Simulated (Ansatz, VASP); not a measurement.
# HfO2: VASP beside Ansatz

Contents of INCAR:

```
SYSTEM = HfO2
  ALGO = Normal
  EDIFF = 1E-8
  ENCUT = 520
  GGA = PE
  ISIF = 2
  ISMEAR = -1
  LASPH = .TRUE.
  LCHARG = .FALSE.
  LEFG = .TRUE.
  LREAL = .FALSE.
  LWAVE = .FALSE.
  NBANDS = 56
  NELM = 80
  PREC = Accurate
  SIGMA = 0.02
```

Contents of KPOINTS:

```
k-points
0
G
  4 4 4
  0 0 0
```

Contents of POSCAR:

```
HfO2
1.0
    5.1518950275      0.0000000000      0.0000000000
    0.0000000000      5.2200433850      0.0000000000
   -0.8643497359      0.0000000000      5.2483970684
Hf O
4 8
Direct
    0.2767007731      0.0418824066      0.2081292236
    0.7232992269      0.5418824066      0.2918707764
    0.7232992269      0.9581175934      0.7918707764
    0.2767007731      0.4581175934      0.7081292236
    0.4465502579      0.7583828045      0.4802713727
    0.5534497421      0.2583828045      0.0197286273
    0.5534497421      0.2416171955      0.5197286273
    0.4465502579      0.7416171955      0.9802713727
    0.0726417556      0.3392506153      0.3389491494
    0.9273582444      0.8392506153      0.1610508506
    0.9273582444      0.6607493847      0.6610508506
    0.0726417556      0.1607493847      0.8389491494
```

Input for Ansatz:

```yaml
crystal:
  lattice:
    - [5.1518950275, 0.0, 0.0]
    - [0.0, 5.220043385, 0.0]
    - [-0.8643497359, 0.0, 5.2483970684]
  atoms:
    - { symbol: Hf, position: [0.2767007731, 0.0418824066, 0.2081292236] }
    - { symbol: Hf, position: [0.7232992269, 0.5418824066, 0.2918707764] }
    - { symbol: Hf, position: [0.7232992269, 0.9581175934, 0.7918707764] }
    - { symbol: Hf, position: [0.2767007731, 0.4581175934, 0.7081292236] }
    - { symbol: O, position: [0.4465502579, 0.7583828045, 0.4802713727] }
    - { symbol: O, position: [0.5534497421, 0.2583828045, 0.0197286273] }
    - { symbol: O, position: [0.5534497421, 0.2416171955, 0.5197286273] }
    - { symbol: O, position: [0.4465502579, 0.7416171955, 0.9802713727] }
    - { symbol: O, position: [0.0726417556, 0.3392506153, 0.3389491494] }
    - { symbol: O, position: [0.9273582444, 0.8392506153, 0.1610508506] }
    - { symbol: O, position: [0.9273582444, 0.6607493847, 0.6610508506] }
    - { symbol: O, position: [0.0726417556, 0.1607493847, 0.8389491494] }
kpoints:
  mp_grid: { grid: [4, 4, 4] }
scf:
  occupations: { method: fermi_dirac, width: 0.02 }
hamiltonian:
  xc: pbe
  pseudopotentials: { kind: paw, frozen_core: stored }
output:
  forces: true
  stress: true
  populations: true
  efg: { quadrupole_moments_barn: { Hf: 3.365, O: -0.02558 } }
```

Change from the starting cell: volume scaled by 1.02.

Alike in both runs: task electric field gradients; functional PBE; k mesh 4 × 4 × 4; occupations fermi-dirac, width 0.02 eV; no spin polarisation.

|  | VASP | Ansatz |
| --- | --- | --- |
| version | VASP 6.6.1 | Ansatz 0.2.0 |
| potentials or method | VASP PAW PBE potentials, release 64 (Hf_pv, O) | plane-wave PAW, scalar-relativistic |
| plane-wave cutoff (eV) | 520 | 420 |
| valence electrons in the cell | 88 | 152 |

VASP gave:

- gap on the k mesh at the Fermi level (eV): 3.95
- pressure (GPa): -3.0
- traceless stress, the component that is largest in VASP (GPa): -0.64
- rms of the force components (eV/Å): 0.085
- size of Vzz on the site where it differs most (V/Å²): 102.1

Q: Which values does Ansatz return?

A: gap on the k mesh at the Fermi level (eV): 4.00; pressure (GPa): 0.1; traceless stress, the component that is largest in VASP (GPa): -0.45; rms of the force components (eV/Å): 0.053; size of Vzz on the site where it differs most (V/Å²): 116.6.

Atom by atom the forces differ by 0.033 eV/Å (rms over components). The functional is the same, so the differences come from potentials, cutoffs and numerics. VASP's potentials hold 88 valence electrons a cell and Ansatz's 152, so a difference there can come from the potentials and not from the codes.

Spin-orbit coupling is off throughout.
